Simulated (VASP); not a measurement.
# TiSe2 (P-3m1) in VASP: single point with PBE

Aim: the single point of TiSe2 with PBE.

The COD entry that gives the cell may itself be a prediction, so a difference from it is no test against experiment.

All numbers are computed with VASP 6.6.1; they aren't measurements. Logs are shortened: lines on timing, memory, paths and dates and some standing lists are left out, and cuts for length are marked.

### 1 The cell of the first run

Symmetry: P-3m1, No. 164, trigonal system. Conventional cell: a = 3.536 Å, b = 3.536 Å, c = 6.004 Å, α = 90.00°, β = 90.00°, γ = 120.00°. Se (site symmetry 3m) has 3 Ti at 2.55 Å within 3.4 Å. Within 3.4 Å of Ti (site symmetry -3m) lie 6 Se at 2.55 Å.

### 2 Single point, PBE

INCAR

```
SYSTEM = TiSe2
PREC = Accurate
ENCUT = 500
EDIFF = 1E-6
ISMEAR = 0
SIGMA = 0.01
LREAL = .FALSE.
LASPH = .TRUE.
NELM = 120
ALGO = Normal
ISIF = 2
LWAVE = .FALSE.
LCHARG = .TRUE.
GGA = PE
LELF = .TRUE.
LVHAR = .TRUE.
NBANDS = 19
GGA_COMPAT = .FALSE.
```

KPOINTS

```
regular mesh
0
G
  3 3 2
  0 0 0
```

POSCAR

```
TiSe2
1.0
    3.5360000000      0.0000000000      0.0000000000
   -1.7680000000      3.0622658278      0.0000000000
    0.0000000000      0.0000000000      6.0040000000
Se Ti
2 1
Direct
    0.6666666667      0.3333333333      0.7448000000
    0.3333333333      0.6666666667      0.2552000000
    0.0000000000      0.0000000000      0.0000000000
```

Potentials or basis: VASP PAW PBE potentials, release 64 (Se, Ti_sv).

Command:

```sh
$ cat potpaw_PBE.64/Se/POTCAR potpaw_PBE.64/Ti_sv/POTCAR > POTCAR
$ mpirun -np 1 vasp_std > vasp.out
```

OUTCAR:

```text
SYSTEM = TiSe2
   PREC = Accurate
   ENCUT = 500
   EDIFF = 1E-6
   ISMEAR = 0
   LREAL = .FALSE.
   LASPH = .TRUE.
   NELM = 120
   ISIF = 2
   GGA = PE

 ion  position               nearest neighbor table
   1  0.667  0.333  0.745-   3 2.55   3 2.55   3 2.55
   2  0.333  0.667  0.255-   3 2.55   3 2.55   3 2.55
   3  0.000  0.000  0.000-   1 2.55   2 2.55   1 2.55   2 2.55   1 2.55   2 2.55

  LATTYP: Found a hexagonal cell.
 ALAT       =     3.5360000000
 C/A-ratio  =     1.6979638009

  Lattice vectors:

 A1 = (   3.5360000000,   0.0000000000,   0.0000000000)
 A2 = (  -1.7680000000,   3.0622658278,   0.0000000000)
 A3 = (   0.0000000000,   0.0000000000,   6.0040000000)

Analysis of symmetry for initial positions (statically):
=====================================================================
 Subroutine PRICEL returns:
 Original cell was already a primitive cell.

 Routine SETGRP: Setting up the symmetry group for a
 hexagonal supercell.

 Subroutine GETGRP returns: Found 12 space group operations
 (whereof 12 operations were pure point group operations)
 out of a pool of 24 trial point group operations.

The static configuration has the point symmetry D_3d.

Analysis of symmetry for dynamics (positions and initial velocities):
=====================================================================
 Subroutine PRICEL returns:
 Original cell was already a primitive cell.

 Routine SETGRP: Setting up the symmetry group for a
 hexagonal supercell.

 Subroutine GETGRP returns: Found 12 space group operations
 (whereof 12 operations were pure point group operations)
 out of a pool of 24 trial point group operations.

The dynamic configuration has the point symmetry D_3d.

 Subroutine INISYM returns: Found 12 space group operations
 (whereof 12 operations are pure point group operations),
 and found     1 'primitive' translations

----------------------------------------------------------------------------------------

                                     Primitive cell

  volume of cell :      65.0123

  direct lattice vectors                    reciprocal lattice vectors
     3.536000000  0.000000000  0.000000000     0.282805430  0.163277791  0.000000000
    -1.768000000  3.062265828  0.000000000     0.000000000  0.326555582  0.000000000
     0.000000000  0.000000000  6.004000000     0.000000000  0.000000000  0.166555630

  length of vectors
     3.536000000  3.536000000  6.004000000     0.326555582  0.326555582  0.166555630

  position of ions in fractional coordinates (direct lattice)
     0.666666667  0.333333333  0.744800000
     0.333333333  0.666666667  0.255200000
     0.000000000  0.000000000  0.000000000

  ion indices of the primitive-cell ions
   primitive index   ion index
                 1           1
                 2           2
                 3           3

----------------------------------------------------------------------------------------

 KPOINTS: regular mesh

Automatic generation of k-mesh.
 Grid dimensions read from file:
 generate k-points for:    3    3    2

 Generating k-lattice:

  Cartesian coordinates                     Fractional coordinates (reciprocal lattice)
     0.094268477  0.054425930  0.000000000     0.333333333  0.000000000  0.000000000
     0.000000000  0.108851861  0.000000000     0.000000000  0.333333333  0.000000000
     0.000000000  0.000000000  0.083277815     0.000000000  0.000000000  0.500000000

  Length of vectors
     0.108851861  0.108851861  0.083277815

  Shift w.r.t. Gamma in fractional coordinates (k-lattice)
     0.000000000  0.000000000  0.000000000

 Subroutine IBZKPT returns following result:
 ===========================================

 Found      6 irreducible k-points:

 Following reciprocal coordinates:
            Coordinates               Weight
  0.000000  0.000000  0.000000      1.000000
  0.333333 -0.000000  0.000000      6.000000
  0.333333  0.333333  0.000000      2.000000
  0.000000  0.000000  0.500000      1.000000
  0.333333 -0.000000  0.500000      6.000000
  0.333333  0.333333  0.500000      2.000000
   k-points           NKPTS =      6   k-points in BZ     NKDIM =      6   number of bands    NBANDS=     19
   number of dos      NEDOS =    301   number of ions     NIONS =      3
   total plane-waves  NPLWV =  37632
   dimension x,y,z NGX =    28 NGY =   28 NGZ =   48
   dimension x,y,z NGXF=    56 NGYF=   56 NGZF=   96
   ions per type =               2   1
   NGX,Y,Z   is equivalent  to a cutoff of  13.16, 13.16, 13.29 a.u.
   NGXF,Y,Z  is equivalent  to a cutoff of  26.33, 26.33, 26.58 a.u.
 SYSTEM =  TiSe2
   PREC   = accura    normal or accurate (medium, high low for compatibility)
   ISTART =      0    job   : 0-new  1-cont  2-samecut
   ICHARG =      2    charge: 1-file 2-atom 10-const
   ISPIN  =      1    spin polarized calculation?
   LNONCOLLINEAR =      F non collinear calculations
   LSORBIT =      F    spin-orbit coupling
   LASPH  =      T    aspherical Exc in radial PAW
   ENCUT  =  500.0 eV  36.75 Ry    6.06 a.u.   6.45  6.45 10.95*2*pi/ulx,y,z
   NELM   =    120;   NELMIN=  2; NELMDL= -5     # of ELM steps
   EDIFF  = 0.1E-05   stopping-criterion for ELM
   LREAL  =      F    real-space projection
   EDIFFG = 0.1E-04   stopping-criterion for IOM
   NSW    =      0    number of steps for IOM
   IBRION =     -1    ionic relax: 0-MD 1-quasi-New 2-CG
   NFREE  =      0    steps in history (QN), initial steepest desc. (CG)
   ISIF   =      2    stress and relaxation
   ISYM   =      2    0-nonsym 1-usesym 2-fastsym
   POTIM  = 0.5000    time-step for ionic-motion
   TEBEG  =    0.0;   TEEND  =   0.0 temperature during run
   PSTRESS=    0.0 pullay stress
   NELECT =      24.0000    total number of electrons
   NUPDOWN=      -1.0000    fix difference up-down
   EMIN   =  10.00;   EMAX   =-10.00  energy-range for DOS
   EFERMI =   0.00;   METHOD = LEGACY
   ISMEAR =     0;   SIGMA  =   0.01  broadening in eV -4-tet -1-fermi 0-gaus
   EFERMI_NEDOS =   21; number of points for ismear=-14 and -15
   IALGO  =     38    algorithm
   IMIX   =      4    mixing-type and parameters
     AMIX     =   0.40;   BMIX     =  1.00
     AMIX_MAG =   1.60;   BMIX_MAG =  1.00
  volume/ion in A,a.u.               =      21.67       146.24
  Fermi-wavevector in a.u.,A,eV,Ry     =   1.174393  2.219280 18.765127  1.379198
  Thomas-Fermi vector in A             =   2.310790
   LORBIT       =      0    0 simple, 1 ext, 2 COOP (PROOUT), +10 PAW based schemes
   GGA     = PE    functional components
   LHFCALC =     F    Hartree Fock is set to
   AEXX    =    0.0000 exact exchange contribution
   IVDW    =     0    specifies the selected vdW correction
   LEPSILON=     F    determine dielectric tensor
   LRPA    =     F    only Hartree local field effects (RPA)
 non-spin polarized calculation
 Gauss-broadening in eV      SIGMA  =   0.01
  energy-cutoff  :      500.00
  volume of cell :       65.01
 maximum number of plane-waves:      1662
 NGX is ok and might be reduce to    28
   NGX = 13   NGY = 13   NGZ = 21

 number of electron      24.0000001 magnetization

 Free energy of the ion-electron system (eV)
  ---------------------------------------------------
  ext. energy  EPLUGINS =         0.00000000
  ---------------------------------------------------
  free energy    TOTEN  =       -17.82605695 eV

  energy without entropy =      -17.82396238  energy(sigma->0) =      -17.82500967

 E-fermi :   5.0092     XC(G=0):  -9.9956

 val. band max:        5.0067862417   @ k =   0.3333  -0.0000   0.5000
 cond. band min:       5.0181001194   @ k =   0.0000   0.0000   0.5000
 fundamental gap:      0.0113138777
 Fermi energy:         5.0092269482

 k-point     1 :       0.0000    0.0000    0.0000
  band No.  band energies     occupation
      1     -52.6231      2.00000
      2     -28.9144      2.00000
      3     -28.8225      2.00000
      4     -28.8225      2.00000
      5      -9.1730      2.00000
      6      -7.7550      2.00000
      7      -0.5189      2.00000
      8       2.5366      2.00000
      9       2.5366      2.00000
     10       4.9946      1.96075
     11       5.2370      0.00000
     12       5.2370      0.00000
     13       5.3792      0.00000
     14       5.3792      0.00000
     15       5.5245      0.00000
     16       8.1815      0.00000
     17       8.1815      0.00000
     18      10.4484      0.00000
     19      10.6318      0.00000

 k-point     2 :       0.3333   -0.0000    0.0000
  band No.  band energies     occupation
      1     -52.6174      2.00000
      2     -28.9003      2.00000
      3     -28.8890      2.00000
      4     -28.8377      2.00000
      5      -8.1719      2.00000
      6      -7.4808      2.00000
      7       0.5641      2.00000
      8       0.9338      2.00000
      9       1.3432      2.00000
     10       2.6132      2.00000
     11       3.3436      2.00000
     12       3.5490      2.00000
     13       5.0797      0.00000
     14       6.3093      0.00000
     15       6.5084      0.00000
     16       8.2127      0.00000
     17       8.3499      0.00000
     18      11.5059      0.00000
     19      11.9532      0.00000

 k-point     3 :       0.3333    0.3333    0.0000
  band No.  band energies     occupation
      1     -52.6146      2.00000
      2     -28.8925      2.00000
      3     -28.8842      2.00000
      4     -28.8842      2.00000
      5      -7.4198      2.00000
      6      -7.4198      2.00000
      7       0.4867      2.00000
      8       0.8416      2.00000
      9       0.8416      2.00000
     10       2.2669      2.00000
     11       2.2669      2.00000
     12       2.3819      2.00000
     13       6.0007      0.00000
     14       6.5637      0.00000
     15       6.5637      0.00000
     16       7.4771      0.00000
     17       7.4771      0.00000
     18      10.5692      0.00000
     19      14.0023      0.00000

 k-point     4 :       0.0000    0.0000    0.5000
  band No.  band energies     occupation
      1     -52.6231      2.00000
      2     -28.9144      2.00000
      3     -28.8225      2.00000
      4     -28.8225      2.00000
      5      -8.7763      2.00000
      6      -8.3266      2.00000
      7       1.0783      2.00000
      8       2.2304      2.00000
      9       2.5947      2.00000
     10       2.5947      2.00000
     11       5.0181      0.20953
     12       5.0181      0.20953
     13       5.3651      0.00000
     14       5.3651      0.00000
     15       6.0921      0.00000
     16       8.5049      0.00000
     17       8.5049      0.00000
     18      10.9182      0.00000
     19      12.3485      0.00000

 k-point     5 :       0.3333   -0.0000    0.5000
  band No.  band energies     occupation
      1     -52.6174      2.00000
      2     -28.9004      2.00000
      3     -28.8890      2.00000
      4     -28.8377      2.00000
      5      -7.9217      2.00000
      6      -7.7644      2.00000
      7       0.3209      2.00000
      8       0.6434      2.00000
      9       2.2718      2.00000
     10       2.4831      2.00000
     11       3.3440      2.00000
     12       3.7702      2.00000
     13       5.0068      1.27003
     14       6.3954      0.00000
     15       6.6200      0.00000
     16       7.9001      0.00000
     17       7.9358      0.00000
     18      10.8992      0.00000
     19      11.3746      0.00000

 k-point     6 :       0.3333    0.3333    0.5000
  band No.  band energies     occupation
      1     -52.6146      2.00000
      2     -28.8926      2.00000
      3     -28.8842      2.00000
      4     -28.8842      2.00000
      5      -7.4163      2.00000
      6      -7.4163      2.00000
      7       0.5231      2.00000
      8       0.5231      2.00000
      9       0.9742      2.00000
     10       1.6361      2.00000
     11       2.7631      2.00000
     12       2.7631      2.00000
     13       6.0095      0.00000
     14       6.1939      0.00000
     15       6.1939      0.00000
     16       8.2976      0.00000
     17       8.2976      0.00000
     18      11.8296      0.00000
     19      11.8296      0.00000

------------------------ aborting loop because EDIFF is reached ----------------------------------------

  FORCE on cell =-STRESS in cart. coord.  units (eV):
  Direction    XX          YY          ZZ          XY          YZ          ZX
  --------------------------------------------------------------------------------------
  -------------------------------------------------------------------------------------
  Total        0.3505755      0.3505755      1.8755804      0.0000000      0.0000000     -0.0000000
  in kB        8.6396535      8.6396535     46.2221814      0.0000000      0.0000000     -0.0000000
  external PRESSURE =      21.1671628 kB  Pullay stress =       0.0000000 kB

 VOLUME and BASIS-vectors are now :
 -----------------------------------------------------------------------------
  energy-cutoff  :      500.00
  volume of cell :       65.01
      direct lattice vectors                 reciprocal lattice vectors
     3.536000000  0.000000000  0.000000000     0.282805430  0.163277791  0.000000000
    -1.768000000  3.062265828  0.000000000     0.000000000  0.326555582  0.000000000
     0.000000000  0.000000000  6.004000000     0.000000000  0.000000000  0.166555630

 POSITION                                       TOTAL-FORCE (eV/Angst)
 -----------------------------------------------------------------------------------
      1.76800      1.02076      4.47178        -0.000000      0.000000     -0.095385
     -0.00000      2.04151      1.53222         0.000000      0.000000      0.095385
      0.00000      0.00000      0.00000         0.000000      0.000000      0.000000
 -----------------------------------------------------------------------------------
    total drift:                                0.000000     -0.000000     -0.000000

  FREE ENERGIE OF THE ION-ELECTRON SYSTEM (eV)
  ---------------------------------------------------
  free  energy   TOTEN  =       -17.8260569541 eV

  energy  without entropy=      -17.8239623834  energy(sigma->0) =      -17.82500967
```

Wall time 15 s (1 thread of Intel Xeon Platinum 8375C at 2.90GHz (Ice Lake), shared host); peak memory 0.18 GiB.

What came out:

```
Free energy            : -17.8261 eV
Pressure               : 2.1 GPa
Largest force          : 0.095 eV/Å
Band gap on the k mesh : zero (band 12 reaches 5.24 eV, above the bottom of band 13 at 5.01 eV)
```

Forces in eV/Å, atoms in the order of the input:
```
Se   0.000  0.000 -0.095
Se   0.000  0.000  0.095
Ti   0.000  0.000  0.000
```

Stress tensor (GPa, compression positive):
```
0.86 0.00 0.00
0.00 0.86 0.00
0.00 0.00 4.62
```

Caveat: the k points lie up to 0.68 Å⁻¹ apart; this functional lacks dispersion, which binds the layers, so the pressure and a relaxed spacing across them are unreliable.
